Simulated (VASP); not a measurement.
# SnO2 (Pnnm) in VASP: a series of runs, part 2 of 2

VASP 6.6.1. The steps go on from the part before.

## (3) Single point, r2SCAN

This run uses another cell than the first one, of 12.59 Å³/atom.

File POSCAR:

```
SnO2
1.0
    4.7880040000      0.0000000000      0.0000000000
    0.0000000000      4.8665820000      0.0000000000
    0.0000000000      0.0000000000      3.2408980000
Sn O
2 4
Direct
    0.0000000000      0.0000000000      0.0000000000
    0.5000000000      0.5000000000      0.5000000000
    0.7081450000      0.6789580000      0.0000000000
    0.2081450000      0.8210420000      0.5000000000
    0.7918550000      0.1789580000      0.5000000000
    0.2918550000      0.3210420000      0.0000000000
```

File INCAR.step1:

```
PREC = Accurate ; ENCUT = 520
ISMEAR = 0 ; SIGMA = 0.02
LREAL = F ; LASPH = T
NELM = 60 ; NBANDS = 35
GGA = PE ; ALGO = Normal
EDIFF = 1E-4 ; LWAVE = T
LCHARG = F
```

File INCAR.step2:

```
PREC = Accurate ; ENCUT = 520
EDIFF = 1E-6 ; ISMEAR = 0
SIGMA = 0.02 ; LREAL = F
LASPH = T ; NELM = 60
ALGO = Normal ; ISIF = 2
LWAVE = F ; LCHARG = F
METAGGA = R2SCAN ; LMIXTAU = T
NBANDS = 35 ; ISTART = 1
```

File KPOINTS:

```
Automatic mesh
0
Gamma
  8 6 10
```

Potentials or basis: VASP PAW PBE potentials, release 64 (Sn_d, O).

Started as:

```bash
> cat potpaw_PBE.64/Sn_d/POTCAR potpaw_PBE.64/O/POTCAR > POTCAR
> cp INCAR.step1 INCAR
> mpirun -np 1 vasp_std > vasp.out
> cp INCAR.step2 INCAR
> mpirun -np 1 vasp_std > vasp.out
```

OUTCAR:

```text
PREC = Accurate
   ENCUT = 520
   EDIFF = 1E-6
   ISMEAR = 0
   LREAL = F
   LASPH = T
   NELM = 60
   ISIF = 2
   METAGGA = R2SCAN
   ISTART = 1

 ion  position               nearest neighbor table
   1  0.000  0.000  0.000-   4 2.09   5 2.09   4 2.09   5 2.09   3 2.10   6 2.10
   2  0.500  0.500  0.500-   3 2.09   6 2.09   3 2.09   6 2.09   5 2.10   4 2.10
   3  0.708  0.679  0.000-   2 2.09   2 2.09   1 2.10
   4  0.208  0.821  0.500-   1 2.09   1 2.09   2 2.10
   5  0.792  0.179  0.500-   1 2.09   1 2.09   2 2.10
   6  0.292  0.321  0.000-   2 2.09   2 2.09   1 2.10

  LATTYP: Found a simple orthorhombic cell.
 ALAT       =     3.2408980000
 B/A-ratio  =     1.4773695439
 C/A-ratio  =     1.5016152930

  Lattice vectors:

 A1 = (   0.0000000000,   0.0000000000,   3.2408980000)
 A2 = (   4.7880040000,   0.0000000000,   0.0000000000)
 A3 = (   0.0000000000,   4.8665820000,   0.0000000000)

Analysis of symmetry for initial positions (statically):
=====================================================================
 Subroutine PRICEL returns:
 Original cell was already a primitive cell.

[... 183 lines left out ...]
 cond. band min:       6.4391308377   @ k =   0.0000   0.0000   0.0000
 fundamental gap:      1.4170608086
 Fermi energy:         5.1069597078

 k-point     1 :       0.0000    0.0000    0.0000
  band No.  band energies     occupation
      1     -16.5656      2.00000
      2     -15.7661      2.00000
      3     -15.5372      2.00000
      4     -15.5338      2.00000
      5     -15.5183      2.00000
      6     -15.4573      2.00000
[... 901 lines left out ...]
     34      18.2799      0.00000
     35      18.3416      0.00000

 [... further k-points ...]

------------------------ aborting loop because EDIFF is reached ----------------------------------------

  FORCE on cell =-STRESS in cart. coord.  units (eV):
  Direction    XX          YY          ZZ          XY          YZ          ZX
  --------------------------------------------------------------------------------------
  -------------------------------------------------------------------------------------
  Total       -3.1230798     -3.2892064     -3.8882856     -0.0000000      0.0000000      0.0000000
  in kB      -66.2597443    -69.7843105    -82.4944685     -0.0000000      0.0000000      0.0000000
  external PRESSURE =     -72.8461744 kB  Pullay stress =       0.0000000 kB

 VOLUME and BASIS-vectors are now :
 -----------------------------------------------------------------------------
  energy-cutoff  :      520.00
  volume of cell :       75.52
      direct lattice vectors                 reciprocal lattice vectors
     4.788004000  0.000000000  0.000000000     0.208855298  0.000000000  0.000000000
     0.000000000  4.866582000  0.000000000     0.000000000  0.205483027  0.000000000
     0.000000000  0.000000000  3.240898000     0.000000000  0.000000000  0.308556456

 POSITION                                       TOTAL-FORCE (eV/Angst)
 -----------------------------------------------------------------------------------
      0.00000      0.00000      0.00000        -0.000000     -0.000000      0.000000
      2.39400      2.43329      1.62045        -0.000000     -0.000000      0.000000
      3.39060      3.30420      0.00000        -0.101478      0.059780      0.000000
      0.99660      3.99567      1.62045        -0.101478     -0.059780      0.000000
      3.79140      0.87091      1.62045         0.101478      0.059780      0.000000
      1.39740      1.56238      0.00000         0.101478     -0.059780      0.000000
 -----------------------------------------------------------------------------------
    total drift:                                0.000000      0.000000      0.000000

  FREE ENERGIE OF THE ION-ELECTRON SYSTEM (eV)
  ---------------------------------------------------
  free  energy   TOTEN  =       -84.5560200280 eV

  energy  without entropy=      -84.5560200280  energy(sigma->0) =      -84.55602003
```

Run time: 8 min. Hardware: 1 thread of AMD EPYC 9R45 (Zen 5), shared host; peak memory 0.32 GiB.

What came out:

```
Free energy            : -84.5560 eV
Pressure               : -7.3 GPa
Largest force          : 0.118 eV/Å
Band gap on the k mesh : 1.42 eV
```

Forces in eV/Å, atoms in the order of the input:
```
Sn   0.000  0.000  0.000
Sn   0.000  0.000  0.000
O   -0.101  0.060  0.000
O   -0.101 -0.060  0.000
O    0.101  0.060  0.000
O    0.101 -0.060  0.000
```

Stress tensor (GPa, compression positive):
```
-6.63  0.00  0.00
 0.00 -6.98  0.00
 0.00  0.00 -8.25
```

Levels at points of the mesh, in eV from the valence-band top:
```
           k point  band 22  band 23  band 24  band 25  band 26  band 27  band 28  band 29  band 30  band 31
(0.00, 0.00, 0.00)    -1.16    -1.12    -0.65    -0.64     0.00     1.42     6.44     6.83     6.99    11.09
(0.50, 0.00, 0.00)    -1.72    -1.10    -1.10    -0.46    -0.46     4.52     4.52     7.39     7.39    11.52
(0.00, 0.50, 0.00)    -1.92    -1.09    -1.09    -0.57    -0.57     4.67     4.67     7.86     7.86    11.33
(0.50, 0.50, 0.00)    -1.79    -1.22    -1.22    -0.77    -0.77     5.02     5.02     7.93     7.93    11.52
(0.00, 0.00, 0.50)    -2.47    -1.49    -1.49    -1.09    -1.09     6.42     6.42    10.26    10.26    11.23
(0.50, 0.00, 0.50)    -1.73    -0.86    -0.86    -0.70    -0.70     6.72     6.72     8.64     8.64    11.36
(0.00, 0.50, 0.50)    -1.43    -1.07    -1.07    -0.60    -0.60     6.62     6.62     8.42     8.42    11.86
(0.50, 0.50, 0.50)    -2.30    -0.86    -0.86    -0.71    -0.71     5.18     5.18     9.46     9.46    11.60
```

Caveat: the cell stands under tension; the PAW data sets were made with another functional, which shifts forces and pressure a little; spin-orbit coupling is left out, which moves the levels of the heavy elements.
